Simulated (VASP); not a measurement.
Wanted: the native input for a VASP 6.6.1 run.

```yaml
Task: single point
Functional: PBE
Potentials_or_basis: VASP PAW PBE potentials, release 64 (Cd)
Cutoff: 520 eV
k_mesh: 14 × 14 × 14
Occupations: fermi-dirac, width 0.08 eV
Spin: no spin polarisation
Dipole_correction: no
Further_INCAR_settings: ALGO = Normal; EDIFF = 1e-06; NBANDS = 12
```

The structure of Cd lies in POSCAR:

```
Cd
1.0
    0.0000000000      1.7857294584      1.7857294584
    1.7857294584      0.0000000000      1.7857294584
    1.7857294584      1.7857294584      0.0000000000
Cd
1
Direct
    0.0000000000      0.0000000000      0.0000000000
```

This cell differs from its parent crystal: volume scaled by 0.5.

One way to write it, as run:

INCAR

```
SYSTEM = Cd
PREC = Accurate
ENCUT = 520
EDIFF = 1E-6
ISMEAR = -1
SIGMA = 0.08
LREAL = .False.
LASPH = .True.
NELM = 100
ALGO = Normal
ISIF = 2
LWAVE = .False.
LCHARG = .False.
GGA = PE
NBANDS = 12
```

KPOINTS

```
regular mesh
0
Gamma
  14 14 14
  0 0 0
```

Potentials or basis: VASP PAW PBE potentials, release 64 (Cd).

Launch:

```console
$ cat potpaw_PBE.64/Cd/POTCAR > POTCAR
$ mpirun -np 1 vasp_std > vasp.out
```

Results of the run:

| Item | Value |
| --- | --- |
| Pressure | 217.4 GPa |
| Band gap on the k mesh | zero (band 6 reaches 11.98 eV, above the bottom of band 7 at 10.68 eV) |

Run time: 8 s on 1 thread of Intel(R) Xeon(R) Platinum 8375C CPU @ 2.90GHz (Ice Lake) (shared host), peak memory 0.13 GiB.
